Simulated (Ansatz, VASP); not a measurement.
**MgH2: VASP beside Ansatz**

The input INCAR:

```
SYSTEM = MgH2
PREC = Accurate
ENCUT = 520
EDIFF = 1E-6
ISMEAR = 0
SIGMA = 0.01
LREAL = .False.
LASPH = .True.
NELM = 80
ALGO = Normal
ISIF = 2
LWAVE = .False.
LCHARG = .True.
GGA = PE
LELF = .True.
LVHAR = .True.
NBANDS = 13
```

The input KPOINTS:

```
regular mesh
0
Gamma
  8 8 8
  0 0 0
```

File POSCAR:

```
MgH2
1.0
   -1.9229264177      1.9229264177      4.7777463844
    1.9229264177     -1.9229264177      4.7777463844
    1.9229264177      1.9229264177     -4.7777463844
Mg H
2 4
Direct
    0.7500000000      0.2500000000      0.5000000000
    0.0000000000      0.0000000000      0.0000000000
    0.5399464740      0.0399464740      0.5000000000
    0.7899464740      0.7899464740      0.0000000000
    0.2100535260      0.2100535260      0.0000000000
    0.9600535260      0.4600535260      0.5000000000
```

Input for Ansatz:

```yaml
crystal:
  lattice:
    - [-1.9229264177, 1.9229264177, 4.7777463844]
    - [1.9229264177, -1.9229264177, 4.7777463844]
    - [1.9229264177, 1.9229264177, -4.7777463844]
  atoms:
    - { symbol: Mg, position: [0.75, 0.25, 0.5] }
    - { symbol: Mg, position: [0.0, 0.0, 0.0] }
    - { symbol: H, position: [0.539946474, 0.039946474, 0.5] }
    - { symbol: H, position: [0.789946474, 0.789946474, 0.0] }
    - { symbol: H, position: [0.210053526, 0.210053526, 0.0] }
    - { symbol: H, position: [0.960053526, 0.460053526, 0.5] }
kpoints:
  mp_grid: { grid: [8, 8, 8] }
hamiltonian:
  xc: pbe
scf:
  occupations: { method: fixed }
  n_extra_bands: 5
output:
  forces: true
  stress: true
  eigenvalues: true
```

Alike in both runs: task single point; functional PBE; k mesh 8 × 8 × 8; no spin polarisation.

|  | VASP | Ansatz |
| --- | --- | --- |
| version | VASP 6.6.1 | Ansatz 0.2.0 |
| potentials or method | VASP PAW PBE potentials, release 64 (Mg, H) | plane waves, PAW |
| plane-wave cutoff (eV) | 520 | 420 |
| occupations | gaussian, width 0.01 eV | fixed |
| valence electrons in the cell | 8 | 24 |

```csv
,VASP,Ansatz,Ansatz less VASP
gap on the k mesh at the Fermi level (eV),3.42,3.43,+0.015
pressure (GPa),-1.5,-1.2,+0.24
"traceless stress, the component that is largest in VASP (GPa)",-0.12,-0.10,+0.025
rms of the force components (eV/Å),0.011,0.011,-0.0004
```

Atom by atom the forces differ by 0.000 eV/Å (rms over components). VASP's potentials hold 8 valence electrons a cell and Ansatz's 24, so a difference there can come from the potentials and not from the codes.
